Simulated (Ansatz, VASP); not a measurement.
## One calculation of TiAl3, two programs

Contents of INCAR:

```
SYSTEM = TiAl3
PREC = Accurate
ENCUT = 520
EDIFF = 1E-7
ISMEAR = 0
SIGMA = 0.1
LREAL = .False.
LASPH = .True.
NELM = 60
ALGO = Fast
ISIF = 2
LWAVE = .False.
LCHARG = .False.
GGA = PE
NBANDS = 18
```

Contents of KPOINTS:

```
Automatic mesh
0
Gamma
  12 12 12
  0 0 0
```

Contents of POSCAR:

```
TiAl3
1.0
    4.0577215083      0.0000000000      0.0000000000
    0.0000000000      4.0577215083      0.0000000000
    0.0000000000      0.0000000000      4.0577215083
Ti Al
1 3
Direct
    0.0000000000      0.0000000000      0.0000000000
    0.5000000000      0.0000000000      0.5000000000
    0.0000000000      0.5000000000      0.5000000000
    0.5000000000      0.5000000000      0.0000000000
```

Input for Ansatz:

```yaml
crystal:
  lattice:
    - [4.0577215083, 0.0, 0.0]
    - [0.0, 4.0577215083, 0.0]
    - [0.0, 0.0, 4.0577215083]
  atoms:
    - { symbol: Ti, position: [0.0, 0.0, 0.0] }
    - { symbol: Al, position: [0.5, 0.0, 0.5] }
    - { symbol: Al, position: [0.0, 0.5, 0.5] }
    - { symbol: Al, position: [0.5, 0.5, 0.0] }
basis:
  ecutwfc: 420
kpoints:
  mp_grid: { grid: [12, 12, 12] }
hamiltonian:
  xc: pbe
scf:
  occupations: { method: gaussian, width: 0.1 }
output:
  forces: true
  stress: true
  eigenvalues: true
```

Alike in both runs: task single point; functional PBE; k mesh 12 × 12 × 12; occupations gaussian, width 0.1 eV; no spin polarisation.

|  | VASP | Ansatz |
| --- | --- | --- |
| version | VASP 6.6.1 | Ansatz 0.2.0 |
| potentials or method | VASP PAW PBE potentials, release 64 (Ti_sv, Al), cutoff 520 eV | scalar-relativistic, plane waves, PAW |
| valence electrons in the cell | 21 | 21 |

```csv
,VASP,Ansatz,Ansatz less VASP
gap on the k mesh at the Fermi level (eV),none,none,-
pressure (GPa),-5.7,-5.5,+0.24
```

A gap of «none» marks a metal or a gap that the smearing closes. With one functional, cell and mesh, what is left measures potentials, basis and numerics.
